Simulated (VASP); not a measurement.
# Au in VASP: single point with PBEsol

Aim: the single point of Au with PBEsol.

Program: VASP 6.6.1. These are calculated values, not measurements. Logs are shortened: lines on timing, memory, paths and dates and some standing lists are left out, and cuts for length are marked.

## 1. The cell of the first run

The typed cell holds 4 atoms: a = 2.865 Å, b = 2.865 Å, c = 10.136 Å, α = 73.58°, β = 73.58°, γ = 60.00°.

## 2. Single point, PBEsol

INCAR reads:

```
  PREC = Accurate
  ENCUT = 520
  EDIFF = 1E-6
  ISMEAR = 0
  SIGMA = 0.15
  LREAL = False
  LASPH = True
  NELM = 100
  ALGO = Fast
  ISIF = 2
  LWAVE = False
  LCHARG = True
  GGA = PS
  LELF = True
  LVHAR = True
  NBANDS = 30
```

KPOINTS reads:

```
regular mesh
0
Gamma
  24 24 6
```

POSCAR reads:

```
Au
1.0
   -1.4325950641     -2.4813274377      0.0000000000
    1.4325950641     -2.4813274377      0.0000000000
    0.0000000000     -3.3086020055      9.5811559621
Au
4
Direct
    0.5833291667      0.5833291667      0.1250000000
    0.2499791667      0.2499791667      0.6250000000
   -0.2500291667     -0.2500291667      0.8750000000
    0.0833208333      0.0833208333      0.3750000000
```

Potentials or basis: VASP PAW PBE potentials, release 64 (Au).

The run is started by

```bash
> cat potpaw_PBE.64/Au/POTCAR > POTCAR
> mpirun -np 1 vasp_std > vasp.out
```

OUTCAR:

```text
PREC = Accurate
   ENCUT = 520
   EDIFF = 1E-6
   ISMEAR = 0
   LREAL = False
   LASPH = True
   NELM = 100
   ISIF = 2
   GGA = PS

 ion  position               nearest neighbor table
   1  0.583  0.583  0.125-   3 2.40   4 2.91   4 2.91   4 2.91
   2  0.250  0.250  0.625-   4 2.91   4 2.91   3 2.91   3 2.91   3 2.91   4 2.91
   3  0.750  0.750  0.875-   1 2.40   2 2.91   2 2.91   2 2.91
   4  0.083  0.083  0.375-   2 2.91   2 2.91   1 2.91   1 2.91   1 2.91   2 2.91

  LATTYP: Found a base centered monoclinic cell.
 ALAT       =     4.9626548754
 B/A-ratio  =     0.5773502692
 C/A-ratio  =     1.9592098497
 COS(beta)  =    -0.1701196021

  Lattice vectors:

 A1 = (  -1.4325950641,  -2.4813274377,   0.0000000000)
 A2 = (   1.4325950641,  -2.4813274377,   0.0000000000)
 A3 = (   0.0000000000,   1.6540528699,   9.5811559621)

Analysis of symmetry for initial positions (statically):
=====================================================================
 Subroutine PRICEL returns:
 Original cell was already a primitive cell.

 Routine SETGRP: Setting up the symmetry group for a
 base centered monoclinic supercell.

 Subroutine GETGRP returns: Found  4 space group operations
 (whereof  2 operations were pure point group operations)
 out of a pool of  4 trial point group operations.

The static configuration has the point symmetry C_1h.
 The point group associated with its full space group is C_2h.

Analysis of symmetry for dynamics (positions and initial velocities):
=====================================================================
 Subroutine PRICEL returns:
 Original cell was already a primitive cell.

 Routine SETGRP: Setting up the symmetry group for a
 base centered monoclinic supercell.

 Subroutine GETGRP returns: Found  4 space group operations
 (whereof  2 operations were pure point group operations)
 out of a pool of  4 trial point group operations.

The dynamic configuration has the point symmetry C_1h.
 The point group associated with its full space group is C_2h.

 Subroutine INISYM returns: Found  4 space group operations
 (whereof  2 operations are pure point group operations),
 and found     1 'primitive' translations

----------------------------------------------------------------------------------------

                                     Primitive cell

  volume of cell :      68.1170

  direct lattice vectors                    reciprocal lattice vectors
[... 113 lines left out ...]
   EDIFF  = 0.1E-05   stopping-criterion for ELM
   LREAL  =      F    real-space projection
   EDIFFG = 0.1E-04   stopping-criterion for IOM
   NSW    =      0    number of steps for IOM
   IBRION =     -1    ionic relax: 0-MD 1-quasi-New 2-CG
   NFREE  =      0    steps in history (QN), initial steepest desc. (CG)
   ISIF   =      2    stress and relaxation
   ISYM   =      2    0-nonsym 1-usesym 2-fastsym
   POTIM  = 0.5000    time-step for ionic-motion
   TEBEG  =    0.0;   TEEND  =   0.0 temperature during run
   PSTRESS=    0.0 pullay stress
   NELECT =      44.0000    total number of electrons
   NUPDOWN=      -1.0000    fix difference up-down
   EMIN   =  10.00;   EMAX   =-10.00  energy-range for DOS
   EFERMI =   0.00;   METHOD = LEGACY
   ISMEAR =     0;   SIGMA  =   0.15  broadening in eV -4-tet -1-fermi 0-gaus
   EFERMI_NEDOS =   21; number of points for ismear=-14 and -15
   IALGO  =     68    algorithm
   IMIX   =      4    mixing-type and parameters
     AMIX     =   0.40;   BMIX     =  1.00
     AMIX_MAG =   1.60;   BMIX_MAG =  1.00
  volume/ion in A,a.u.               =      17.03       114.92
  Fermi-wavevector in a.u.,A,eV,Ry     =   1.415166  2.674275 27.248299  2.002694
  Thomas-Fermi vector in A             =   2.536632
   LORBIT       =      0    0 simple, 1 ext, 2 COOP (PROOUT), +10 PAW based schemes
   GGA     = PS    functional components
   LHFCALC =     F    Hartree Fock is set to
   AEXX    =    0.0000 exact exchange contribution
   IVDW    =     0    specifies the selected vdW correction
   LEPSILON=     F    determine dielectric tensor
   LRPA    =     F    only Hartree local field effects (RPA)
 non-spin polarized calculation
 RMM-DIIS sequential band-by-band and
 Gauss-broadening in eV      SIGMA  =   0.15
  energy-cutoff  :      520.00
  volume of cell :       68.12
 maximum number of plane-waves:      1866
 NGX is ok and might be reduce to    24
   NGX = 11   NGY = 11   NGZ = 37

 number of electron      44.0000001 magnetization

 Free energy of the ion-electron system (eV)
  ---------------------------------------------------
  ext. energy  EPLUGINS =         0.00000000
  ---------------------------------------------------
  free energy    TOTEN  =       -15.09164405 eV

  energy without entropy =      -15.07731367  energy(sigma->0) =      -15.08447886

 E-fermi :   9.1937     XC(G=0): -12.8671

 val. band max:        9.1846552589   @ k =   0.3750   0.1250   0.0000
 cond. band min:       9.1949298381   @ k =  -0.2083  -0.3333   0.1667
 fundamental gap:      0.0102745792
 Fermi energy:         9.1936850314

 k-point     1 :       0.0000    0.0000    0.0000
  band No.  band energies     occupation
      1      -0.6383      2.00000
      2       1.1050      2.00000
      3       1.1134      2.00000
      4       2.1124      2.00000
      5       2.9013      2.00000
      6       4.4302      2.00000
[... 781 lines left out ...]
     29      18.8996      0.00000
     30      19.6278      0.00000

 [... further k-points ...]

------------------------ aborting loop because EDIFF is reached ----------------------------------------

  FORCE on cell =-STRESS in cart. coord.  units (eV):
  Direction    XX          YY          ZZ          XY          YZ          ZX
  --------------------------------------------------------------------------------------
  -------------------------------------------------------------------------------------
  Total       -0.5567461     -0.5566475      8.9301040      0.0000000      0.0059913      0.0000000
  in kB      -13.0952070    -13.0928872    210.0446711      0.0000000      0.1409209      0.0000000
  external PRESSURE =      61.2855256 kB  Pullay stress =       0.0000000 kB

 VOLUME and BASIS-vectors are now :
 -----------------------------------------------------------------------------
  energy-cutoff  :      520.00
  volume of cell :       68.12
      direct lattice vectors                 reciprocal lattice vectors
    -1.432595064 -2.481327438  0.000000000    -0.349016978 -0.201505046 -0.069584506
     1.432595064 -2.481327438  0.000000000     0.349016978 -0.201505046 -0.069584506
     0.000000000 -3.308602006  9.581155962     0.000000000  0.000000000  0.104371540

 POSITION                                       TOTAL-FORCE (eV/Angst)
 -----------------------------------------------------------------------------------
      0.00000     -3.30844      1.19764         0.000000     -0.000107      3.459971
      0.00000     -3.30844      5.98822         0.000000      0.000345     -0.012985
      0.00000     -6.61687      8.38351         0.000000      0.000107     -3.459971
      0.00000     -1.65422      3.59293         0.000000     -0.000345      0.012985
 -----------------------------------------------------------------------------------
    total drift:                                0.000000     -0.000000      0.000000

  FREE ENERGIE OF THE ION-ELECTRON SYSTEM (eV)
  ---------------------------------------------------
  free  energy   TOTEN  =       -15.0916440543 eV

  energy  without entropy=      -15.0773136709  energy(sigma->0) =      -15.08447886
```

Wall time 36 min (1 thread of Oxide Virtual Turin-like, shared host); peak memory 1.2 GiB.

Results:

| Property | Result |
| --- | --- |
| Free energy | -15.0916 eV |
| Pressure | 6.1 GPa |
| Largest force | 3.460 eV/Å |
| Band gap on the k mesh | zero (bands 22 and 23 overlap by 4.66 eV) |

Forces in eV/Å, atoms in the order of the input:
```
Au   0.000  0.000  3.460
Au   0.000  0.000 -0.013
Au   0.000  0.000 -3.460
Au   0.000  0.000  0.013
```

Stress tensor (GPa, compression positive):
```
-1.31  0.00  0.00
 0.00 -1.31  0.01
 0.00  0.01 21.00
```

Caveat: the cell stands under pressure; the PAW data sets were made with another functional, which shifts forces and pressure a little; spin-orbit coupling is left out, which moves the levels of the heavy elements.
